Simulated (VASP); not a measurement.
Crystal: BaTiO3.

```
Ba Ti O
1.0
     2.82767    1.63255    2.31773
    -2.82767    1.63255    2.31773
     0.00000   -3.26511    2.31773
Ba Ti O
1 1 3
Direct
  0.00000 0.00000 0.00000
  0.51400 0.51400 0.51400
  0.49160 0.49160 0.98150
  0.49160 0.98150 0.49160
  0.98150 0.49160 0.49160
```

- Program: VASP 6.6.1
- Task: relaxation of cell and atoms
- Functional: PBE
- Potentials or basis: VASP PAW PBE potentials, release 64 (Ba_sv, Ti_sv, O)
- Cutoff: 600 eV
- k mesh: 6 × 6 × 6
- Occupations: gaussian, width 0.02 eV
- Spin: no spin polarisation

At the start: pressure 6.6 GPa; volume 12.84 Å³/atom.

**Question.** Where does the relaxation end?

**Answer.** Over 13 steps the energy falls by 12.5 meV/atom and the volume is 13.52 Å³/atom (+5.3 %); space group R3m (No. 160, to 0.05 Å).

The path:
| step | energy change (eV) | largest force (eV/Å) | pressure (GPa) | volume (Å³) |
| --- | --- | --- | --- | --- |
| 1 | 0.0000 | 0.2098 | 6.63 | 64.20 |
| 2 | 0.0054 | 0.6017 | -5.79 | 69.26 |
| 3 | -0.0492 | 0.2643 | 0.10 | 66.59 |
| 4 | -0.0492 | 0.2571 | 0.22 | 66.54 |
| 5 | -0.0545 | 0.2008 | 0.19 | 66.78 |
| 6 | -0.0609 | 0.1013 | 0.39 | 67.51 |
| 7 | -0.0611 | 0.0971 | 0.32 | 67.40 |
| 8 | -0.0617 | 0.0641 | -0.61 | 67.85 |
| 9 | -0.0619 | 0.0733 | -0.35 | 67.72 |
| 10 | -0.0627 | 0.0234 | -0.07 | 67.65 |
| 11 | -0.0627 | 0.0227 | -0.02 | 67.64 |
| 12 | -0.0627 | 0.0084 | 0.00 | 67.61 |
| 13 | -0.0627 | 0.0046 | 0.02 | 67.61 |

Final structure:
```cif
data_structure
_symmetry_space_group_name_H-M 'P 1'
_symmetry_Int_Tables_number 1
_cell_length_a 4.0739
_cell_length_b 4.0739
_cell_length_c 4.0739
_cell_angle_alpha 89.685
_cell_angle_beta 89.685
_cell_angle_gamma 89.685
_cell_volume 67.61
loop_
_atom_site_label
_atom_site_type_symbol
_atom_site_fract_x
_atom_site_fract_y
_atom_site_fract_z
_atom_site_occupancy
Ba1 Ba 0.00429 0.00429 0.00429 1
Ti1 Ti 0.51952 0.51952 0.51952 1
O1 O 0.48880 0.48880 0.97730 1
O2 O 0.48880 0.97730 0.48880 1
O3 O 0.97730 0.48880 0.48880 1
```
